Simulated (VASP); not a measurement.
# W (Fd-3m) in VASP: further runs

W is run at these levels: PBE; tasks: single point, relaxation of cell and atoms.

Program: VASP 6.6.1. These are calculated values, not measurements. Logs are shortened: lines on timing, memory, paths and dates and some standing lists are left out, and cuts for length are marked.

**1. The cell of the first run**

The structure is cubic, space group Fd-3m (No. 227). The conventional cell has a = 5.261 Å, b = 5.261 Å, c = 5.261 Å, α = 90.00°, β = 90.00°, γ = 90.00°. W (site symmetry -43m) has 4 W at 2.28 Å within 3.0 Å.

This isn't the form of W at room conditions, which is bcc.

**2. Single point, PBE**

File INCAR:

```
SYSTEM = W
PREC     = Accurate       ! precision mode
ENCUT    = 520            ! plane-wave cutoff, eV
EDIFF    = 1E-7           ! SCF threshold, eV
ISMEAR   = 0              ! smearing method
SIGMA    = 0.1            ! smearing width, eV
LREAL    = .FALSE.        ! projectors in reciprocal space
LASPH    = .TRUE.         ! aspherical terms in the spheres
NELM     = 60             ! most SCF steps
ALGO     = Normal         ! electronic algorithm
ISIF     = 2              ! what is computed and relaxed
LWAVE    = .FALSE.        ! write WAVECAR
LCHARG   = .TRUE.         ! write CHGCAR
GGA      = PE             ! functional
LELF     = .TRUE.         ! ELF
LVHAR    = .TRUE.       
NBANDS   = 21             ! bands
```

File KPOINTS:

```
regular mesh
0
G
  6 6 6
  0 0 0
```

File POSCAR:

```
W
1.0
    0.0000000000      2.6305023253      2.6305023253
    2.6305023253      0.0000000000      2.6305023253
    2.6305023253      2.6305023253      0.0000000000
W
2
Direct
    0.5000000000      0.5000000000      0.5000000000
    0.7500000000      0.7500000000      0.7500000000
```

Potentials or basis: VASP PAW PBE potentials, release 64 (W_sv).

Command:

```sh
$ cat potpaw_PBE.64/W_sv/POTCAR > POTCAR
$ mpirun -np 1 vasp_std > vasp.out
```

OUTCAR:

```text
SYSTEM = W
   PREC = Accurate
   ENCUT = 520
   EDIFF = 1E-7
   ISMEAR = 0
   LREAL = .FALSE.
   LASPH = .TRUE.
   NELM = 60
   ISIF = 2
   GGA = PE

 ion  position               nearest neighbor table
   1  0.500  0.500  0.500-   2 2.28   2 2.28   2 2.28   2 2.28
   2  0.750  0.750  0.750-   1 2.28   1 2.28   1 2.28   1 2.28

  LATTYP: Found a face centered cubic cell.
 ALAT       =     5.2610046506

  Lattice vectors:

 A1 = (   0.0000000000,   2.6305023253,   2.6305023253)
 A2 = (   2.6305023253,   0.0000000000,   2.6305023253)
 A3 = (   2.6305023253,   2.6305023253,   0.0000000000)

Analysis of symmetry for initial positions (statically):
=====================================================================
 Subroutine PRICEL returns:
 Original cell was already a primitive cell.

 Routine SETGRP: Setting up the symmetry group for a
 face centered cubic supercell.

 Subroutine GETGRP returns: Found 48 space group operations
 (whereof 24 operations were pure point group operations)
 out of a pool of 48 trial point group operations.

The static configuration has the point symmetry T_d .
 The point group associated with its full space group is O_h .

Analysis of symmetry for dynamics (positions and initial velocities):
=====================================================================
 Subroutine PRICEL returns:
 Original cell was already a primitive cell.

 Routine SETGRP: Setting up the symmetry group for a
 face centered cubic supercell.

 Subroutine GETGRP returns: Found 48 space group operations
 (whereof 24 operations were pure point group operations)
 out of a pool of 48 trial point group operations.

The dynamic configuration has the point symmetry T_d .
 The point group associated with its full space group is O_h .

 Subroutine INISYM returns: Found 48 space group operations
 (whereof 24 operations are pure point group operations),
 and found     1 'primitive' translations

----------------------------------------------------------------------------------------

                                     Primitive cell

  volume of cell :      36.4037

  direct lattice vectors                    reciprocal lattice vectors
     0.000000000  2.630502325  2.630502325    -0.190077764  0.190077764  0.190077764
     2.630502325  0.000000000  2.630502325     0.190077764 -0.190077764  0.190077764
     2.630502325  2.630502325  0.000000000     0.190077764  0.190077764 -0.190077764

  length of vectors
     3.720092064  3.720092064  3.720092064     0.329224345  0.329224345  0.329224345

  position of ions in fractional coordinates (direct lattice)
     0.500000000  0.500000000  0.500000000
     0.750000000  0.750000000  0.750000000

  ion indices of the primitive-cell ions
   primitive index   ion index
                 1           1
                 2           2

----------------------------------------------------------------------------------------

 KPOINTS: regular mesh

Automatic generation of k-mesh.
 Grid dimensions read from file:
 generate k-points for:    6    6    6

 Generating k-lattice:

  Cartesian coordinates                     Fractional coordinates (reciprocal lattice)
    -0.031679627  0.031679627  0.031679627     0.166666667  0.000000000  0.000000000
     0.031679627 -0.031679627  0.031679627     0.000000000  0.166666667  0.000000000
     0.031679627  0.031679627 -0.031679627     0.000000000  0.000000000  0.166666667

  Length of vectors
     0.054870724  0.054870724  0.054870724

  Shift w.r.t. Gamma in fractional coordinates (k-lattice)
     0.000000000  0.000000000  0.000000000

 Subroutine IBZKPT returns following result:
 ===========================================

 Found     16 irreducible k-points:

 Following reciprocal coordinates:
            Coordinates               Weight
  0.000000  0.000000  0.000000      1.000000
  0.166667  0.000000  0.000000      8.000000
  0.333333  0.000000  0.000000      8.000000
  0.500000  0.000000  0.000000      4.000000
  0.166667  0.166667  0.000000      6.000000
  0.333333  0.166667  0.000000     24.000000
[... 8 lines left out ...]
 -0.333333  0.333333  0.166667     24.000000
 -0.333333  0.500000  0.166667     12.000000
   k-points           NKPTS =     16   k-points in BZ     NKDIM =     16   number of bands    NBANDS=     21
   number of dos      NEDOS =    301   number of ions     NIONS =      2
   total plane-waves  NPLWV =  21952
   dimension x,y,z NGX =    28 NGY =   28 NGZ =   28
   dimension x,y,z NGXF=    56 NGYF=   56 NGZF=   56
   ions per type =               2
   NGX,Y,Z   is equivalent  to a cutoff of  12.51, 12.51, 12.51 a.u.
   NGXF,Y,Z  is equivalent  to a cutoff of  25.03, 25.03, 25.03 a.u.
 SYSTEM =  W
   PREC   = accura    normal or accurate (medium, high low for compatibility)
   ISTART =      0    job   : 0-new  1-cont  2-samecut
   ICHARG =      2    charge: 1-file 2-atom 10-const
   ISPIN  =      1    spin polarized calculation?
   LNONCOLLINEAR =      F non collinear calculations
   LSORBIT =      F    spin-orbit coupling
   LASPH  =      T    aspherical Exc in radial PAW
   ENCUT  =  520.0 eV  38.22 Ry    6.18 a.u.   6.92  6.92  6.92*2*pi/ulx,y,z
   NELM   =     60;   NELMIN=  2; NELMDL= -5     # of ELM steps
   EDIFF  = 0.1E-06   stopping-criterion for ELM
   LREAL  =      F    real-space projection
   EDIFFG = 0.1E-05   stopping-criterion for IOM
   NSW    =      0    number of steps for IOM
   IBRION =     -1    ionic relax: 0-MD 1-quasi-New 2-CG
   NFREE  =      0    steps in history (QN), initial steepest desc. (CG)
   ISIF   =      2    stress and relaxation
   ISYM   =      2    0-nonsym 1-usesym 2-fastsym
   POTIM  = 0.5000    time-step for ionic-motion
   TEBEG  =    0.0;   TEEND  =   0.0 temperature during run
   PSTRESS=    0.0 pullay stress
   NELECT =      28.0000    total number of electrons
   NUPDOWN=      -1.0000    fix difference up-down
   EMIN   =  10.00;   EMAX   =-10.00  energy-range for DOS
   EFERMI =   0.00;   METHOD = LEGACY
   ISMEAR =     0;   SIGMA  =   0.10  broadening in eV -4-tet -1-fermi 0-gaus
   EFERMI_NEDOS =   21; number of points for ismear=-14 and -15
   IALGO  =     38    algorithm
   IMIX   =      4    mixing-type and parameters
     AMIX     =   0.40;   BMIX     =  1.00
     AMIX_MAG =   1.60;   BMIX_MAG =  1.00
  volume/ion in A,a.u.               =      18.20       122.83
  Fermi-wavevector in a.u.,A,eV,Ry     =   1.499957  2.834508 30.611355  2.249871
  Thomas-Fermi vector in A             =   2.611520
   LORBIT       =      0    0 simple, 1 ext, 2 COOP (PROOUT), +10 PAW based schemes
   GGA     = PE    functional components
   LHFCALC =     F    Hartree Fock is set to
   AEXX    =    0.0000 exact exchange contribution
   IVDW    =     0    specifies the selected vdW correction
   LEPSILON=     F    determine dielectric tensor
   LRPA    =     F    only Hartree local field effects (RPA)
 non-spin polarized calculation
 Gauss-broadening in eV      SIGMA  =   0.10
  energy-cutoff  :      520.00
  volume of cell :       36.40
 maximum number of plane-waves:      1002
   NGX = 13   NGY = 13   NGZ = 13

 number of electron      27.9999995 magnetization

 Free energy of the ion-electron system (eV)
  ---------------------------------------------------
  ext. energy  EPLUGINS =         0.00000000
  ---------------------------------------------------
  free energy    TOTEN  =       -18.41331249 eV

  energy without entropy =      -18.41067029  energy(sigma->0) =      -18.41199139

 E-fermi :   8.7982     XC(G=0): -12.3537

 val. band max:        8.5865044464   @ k =  -0.1667   0.1667   0.0000
 cond. band min:       8.8061416965   @ k =   0.1667   0.1667   0.0000
 fundamental gap:      0.2196372501
 Fermi energy:         8.7982308547

 k-point     1 :       0.0000    0.0000    0.0000
  band No.  band energies     occupation
      1     -64.5839      2.00000
      2     -63.6120      2.00000
      3     -29.6355      2.00000
      4     -29.6355      2.00000
      5     -29.6355      2.00000
      6     -27.6523      2.00000
[... 13 lines left out ...]
     20      20.3166      0.00000
     21      22.0342      0.00000

 k-point     2 :       0.1667    0.0000    0.0000
  band No.  band energies     occupation
      1     -64.5378      2.00000
      2     -63.6618      2.00000
      3     -29.7004      2.00000
      4     -29.7004      2.00000
      5     -29.6367      2.00000
      6     -27.6464      2.00000
[... 13 lines left out ...]
     20      19.7051      0.00000
     21      22.4134      0.00000

 k-point     3 :       0.3333    0.0000    0.0000
  band No.  band energies     occupation
      1     -64.4249      2.00000
      2     -63.7824      2.00000
      3     -29.8178      2.00000
      4     -29.8178      2.00000
      5     -29.6461      2.00000
      6     -27.6248      2.00000
[... 13 lines left out ...]
     20      17.4062      0.00000
     21      19.7999      0.00000

 k-point     4 :       0.5000    0.0000    0.0000
  band No.  band energies     occupation
      1     -64.3482      2.00000
      2     -63.8628      2.00000
      3     -29.8716      2.00000
      4     -29.8716      2.00000
      5     -29.6542      2.00000
      6     -27.6091      2.00000
[... 13 lines left out ...]
     20      14.6260      0.00000
     21      19.8869      0.00000

 k-point     5 :       0.1667    0.1667    0.0000
  band No.  band energies     occupation
      1     -64.5212      2.00000
      2     -63.6798      2.00000
      3     -29.7757      2.00000
      4     -29.7757      2.00000
      5     -29.5037      2.00000
      6     -27.7958      2.00000
[... 13 lines left out ...]
     20      19.3951      0.00000
     21      22.3882      0.00000
[... 190 lines left out ...]
     20      14.9118      0.00000
     21      15.8314      0.00000

 k-point    14 :       0.5000    0.3333    0.1667
  band No.  band energies     occupation
      1     -64.3164      2.00000
      2     -63.8959      2.00000
      3     -30.0802      2.00000
      4     -29.9679      2.00000
      5     -29.1774      2.00000
      6     -28.1075      2.00000
[... 13 lines left out ...]
     20      17.0811      0.00000
     21      17.8528      0.00000

 k-point    15 :      -0.3333    0.3333    0.1667
  band No.  band energies     occupation
      1     -64.2288      2.00000
      2     -63.9861      2.00000
      3     -30.1409      2.00000
      4     -30.0213      2.00000
      5     -29.0299      2.00000
      6     -28.2436      2.00000
[... 13 lines left out ...]
     20      15.1439      0.00000
     21      17.2454      0.00000

 k-point    16 :      -0.3333    0.5000    0.1667
  band No.  band energies     occupation
      1     -64.1080      2.00000
      2     -64.1080      2.00000
      3     -30.1190      2.00000
      4     -30.1190      2.00000
      5     -28.6452      2.00000
      6     -28.6452      2.00000
[... 13 lines left out ...]
     20      14.8657      0.00000
     21      15.6332      0.00000

------------------------ aborting loop because EDIFF is reached ----------------------------------------

  FORCE on cell =-STRESS in cart. coord.  units (eV):
  Direction    XX          YY          ZZ          XY          YZ          ZX
  --------------------------------------------------------------------------------------
  -------------------------------------------------------------------------------------
  Total       15.9253026     15.9253026     15.9253026      0.0000000      0.0000000     -0.0000000
  in kB      700.8937851    700.8937851    700.8937851      0.0000000      0.0000000     -0.0000000
  external PRESSURE =     700.8937851 kB  Pullay stress =       0.0000000 kB

 VOLUME and BASIS-vectors are now :
 -----------------------------------------------------------------------------
  energy-cutoff  :      520.00
  volume of cell :       36.40
      direct lattice vectors                 reciprocal lattice vectors
     0.000000000  2.630502325  2.630502325    -0.190077764  0.190077764  0.190077764
     2.630502325  0.000000000  2.630502325     0.190077764 -0.190077764  0.190077764
     2.630502325  2.630502325  0.000000000     0.190077764  0.190077764 -0.190077764

 POSITION                                       TOTAL-FORCE (eV/Angst)
 -----------------------------------------------------------------------------------
      2.63050      2.63050      2.63050        -0.000000     -0.000000     -0.000000
      3.94575      3.94575      3.94575         0.000000      0.000000      0.000000
 -----------------------------------------------------------------------------------
    total drift:                                0.000000      0.000000      0.000000

  FREE ENERGIE OF THE ION-ELECTRON SYSTEM (eV)
  ---------------------------------------------------
  free  energy   TOTEN  =       -18.4133124913 eV

  energy  without entropy=      -18.4106702920  energy(sigma->0) =      -18.41199139
```

Wall time 6.6 s (1 thread of Intel Xeon 6975P-C (Granite Rapids), shared host); peak memory 0.15 GiB.

Results:

| Property | Result |
| --- | --- |
| Free energy | -18.4133 eV |
| Pressure | 70.1 GPa |
| Band gap on the k mesh | zero (bands 14 and 15 overlap by 1.00 eV) |

Caveat: the cell stands under pressure; spin-orbit coupling is left out, which moves the levels of the heavy elements.

(Part 1 of 2 ends here.)
